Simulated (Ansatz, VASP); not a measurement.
## Sb: VASP beside Ansatz

POSCAR

```
Sb
1.0
   -1.8101656409      1.8101656409      1.8101656409
    1.8101656409     -1.8101656409      1.8101656409
    1.8101656409      1.8101656409     -1.8101656409
Sb
1
Direct
    0.0000000000      0.0000000000      0.0000000000
```

The input INCAR.step1:

```
SYSTEM = Sb
PREC = Accurate
ENCUT = 520
ISMEAR = -1
SIGMA = 0.1
LREAL = .FALSE.
LASPH = .TRUE.
NELM = 80
NBANDS = 8
GGA = PE
ALGO = Normal
EDIFF = 1E-4
LWAVE = .TRUE.
LCHARG = .FALSE.
```

INCAR.step2

```
SYSTEM = Sb
PREC = Accurate
ENCUT = 520
EDIFF = 1E-7
ISMEAR = -1
SIGMA = 0.1
LREAL = .FALSE.
LASPH = .TRUE.
NELM = 80
ALGO = Normal
ISIF = 2
LWAVE = .FALSE.
LCHARG = .FALSE.
METAGGA = R2SCAN
LMIXTAU = .TRUE.
NBANDS = 8
ISTART = 1
```

The input KPOINTS:

```
regular mesh
0
G
  13 13 13
  0 0 0
```

Input for Ansatz:

```yaml
crystal:
  lattice:
    - [-1.8101656409, 1.8101656409, 1.8101656409]
    - [1.8101656409, -1.8101656409, 1.8101656409]
    - [1.8101656409, 1.8101656409, -1.8101656409]
  atoms:
    - { symbol: Sb, position: [0.0, 0.0, 0.0] }
hamiltonian:
  xc: r2scan
  pseudopotentials:
    kind: paw
    azcp:
      Sb: "pseudopotentials/Sb.paw.azcp"
basis:
  ecutwfc: 500
  fft_grid_basis: typed
kpoints:
  mp_grid: { grid: [13, 13, 13], shift: [0, 0, 0] }
magnetization:
  spin_polarized: false
scf:
  occupations: { method: fermi_dirac, width: 0.1 }
  lower_state_search: "off"
output:
  stress: true
  write_density: true
  write_potential: true
  elf: true
  volumetric_format: npy
```

Alike in both runs: task single point; functional r2SCAN; k mesh 13 × 13 × 13; occupations fermi-dirac, width 0.1 eV; no spin polarisation.

|  | VASP | Ansatz |
| --- | --- | --- |
| version | VASP 6.6.1 | Ansatz 0.2.0 |
| potentials or method | VASP PAW PBE potentials, release 64 (Sb), cutoff 520 eV | plane waves (500 eV) with PAW, scalar-relativistic |
| valence electrons in the cell | 5 | 15 |

```csv
,VASP,Ansatz,Ansatz less VASP
pressure (GPa),10.2,10.3,+0.04
```

VASP's potentials were made for PBE, not for r2SCAN. With one functional, cell and mesh, what is left measures potentials, basis and numerics. VASP's potentials hold 5 valence electrons a cell and Ansatz's 15, so a difference there can come from the potentials and not from the codes.

Neither program's run includes spin-orbit coupling.
